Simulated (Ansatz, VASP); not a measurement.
**One calculation of Bi2Te3, two programs**

The input INCAR:

```
SYSTEM = Bi2Te3
  PREC = Accurate
  ENCUT = 520
  EDIFF = 1E-6
  ISMEAR = -1
  SIGMA = 0.05
  LREAL = .False.
  LASPH = .True.
  NELM = 60
  ALGO = Normal
  ISIF = 2
  LWAVE = .False.
  LCHARG = .False.
  GGA = PE
  IVDW = 13
  NBANDS = 32
```

The input KPOINTS:

```
regular mesh
0
Gamma
  7 7 7
  0 0 0
```

Contents of POSCAR:

```
Bi2Te3
1.0
    2.2218585726      1.2827906449     10.2994407795
   -2.2218585726      1.2827906449     10.2994407795
    0.0000000000     -2.5655812900     10.2994407795
Bi Te
2 3
Direct
    0.6000000000      0.6000000000      0.6000000000
    0.4000000000      0.4000000000      0.4000000000
    0.7905000000      0.7905000000      0.7905000000
    0.2095000000      0.2095000000      0.2095000000
    0.0000000000      0.0000000000      0.0000000000
```

Contents of input.yaml:

```yaml
crystal:
  lattice:
    - [2.2218585726, 1.2827906449, 10.2994407795]
    - [-2.2218585726, 1.2827906449, 10.2994407795]
    - [0.0, -2.56558129, 10.2994407795]
  atoms:
    - { symbol: Bi, position: [0.6, 0.6, 0.6] }
    - { symbol: Bi, position: [0.4, 0.4, 0.4] }
    - { symbol: Te, position: [0.7905, 0.7905, 0.7905] }
    - { symbol: Te, position: [0.2095, 0.2095, 0.2095] }
    - { symbol: Te, position: [0.0, 0.0, 0.0] }
hamiltonian:
  xc: pbe
  pseudopotentials: { kind: paw }
  dispersion: d4
kpoints:
  mp_grid: { grid: [7, 7, 7] }
scf:
  occupations: { method: fermi_dirac, width: 0.05 }
output:
  forces: true
  stress: true
  eigenvalues: true
```

Alike in both runs: task single point; functional PBE; dispersion D4; k mesh 7 × 7 × 7; occupations fermi-dirac, width 0.05 eV; no spin polarisation.

```csv
,VASP,Ansatz
version,VASP 6.6.1,Ansatz 0.2.0
potentials or method,"VASP PAW PBE potentials, release 64 (Bi_d, Te)",Ansatz PAW
plane-wave cutoff (eV),520,420
valence electrons in the cell,48,78
```

VASP gave:

| Item | Value |
| --- | --- |
| gap on the k mesh at the Fermi level (eV) | 0.30 |
| least direct gap on the mesh (eV) | 0.30 |
| pressure (GPa) | -2.2 |
| traceless stress, the component that is largest in VASP (GPa) | -0.21 |
| rms of the force components (eV/Å) | 0.107 |

Q: Estimate Ansatz's values.

A: gap on the k mesh at the Fermi level (eV): 0.31; least direct gap on the mesh (eV): 0.31; pressure (GPa): -2.2; traceless stress, the component that is largest in VASP (GPa): -0.22; rms of the force components (eV/Å): 0.110.

Atom by atom the forces differ by 0.004 eV/Å (rms over components). VASP's potentials hold 48 valence electrons a cell and Ansatz's 78, so a difference there can come from the potentials and not from the codes.

Spin-orbit coupling is off throughout. Noted on Ansatz's run: odd divisions of the mesh miss points on the zone boundary, where band edges often lie, so the gap on the mesh can be too wide.
